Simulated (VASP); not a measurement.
**Ag: single point with PBE**

Ag:

```xyz
1
Lattice="0.0000 1.9614 2.1248 1.9614 0.0000 2.1248 1.9614 1.9614 0.0000" Properties=species:S:1:pos:R:3 pbc="T T T"
Ag    0.0000    0.0000    0.0000
```

This cell differs from its parent crystal: strain -0.040 along x and y, +0.040 along z.

| Property | Result |
| --- | --- |
| Program | VASP 6.6.1 |
| Task | single point |
| Functional | PBE |
| Potentials or basis | VASP PAW PBE potentials, release 64 (Ag) |
| Cutoff | 520 eV |
| k mesh | 20 × 20 × 20 |
| Occupations | gaussian, width 0.15 eV |
| Spin | no spin polarisation |
| Dipole correction | no |
| Further INCAR settings | ALGO = Normal; EDIFF = 1e-07; NBANDS = 12 |

```json
{"Pressure": "10.3 GPa"}
```

Stress tensor (GPa, compression positive):
```
11.98  0.00  0.00
 0.00 11.98  0.00
 0.00  0.00  7.07
```

Levels at points of the mesh, in eV from the Fermi level:
```
           k point  band 4  band 5  band 6  band 7  band 8  band 9
(0.00, 0.00, 0.00)   -4.81   -4.22   -3.63   16.16   19.09   20.30
(0.50, 0.00, 0.00)   -3.15   -2.94   -0.55    3.83   14.86   17.87
(0.50, 0.50, 0.00)   -2.86   -2.86    0.63    5.72   11.83   11.83
(0.50, 0.00, 0.50)   -3.04   -2.59    2.01    7.72   10.34   10.47
```

Run time: 36 s on 1 thread of Intel(R) Xeon(R) 6975P-C (Granite Rapids) (shared host), peak memory 0.24 GiB.

Caveat: the cell differs from its parent crystal (strain -0.040 along x and y, +0.040 along z).
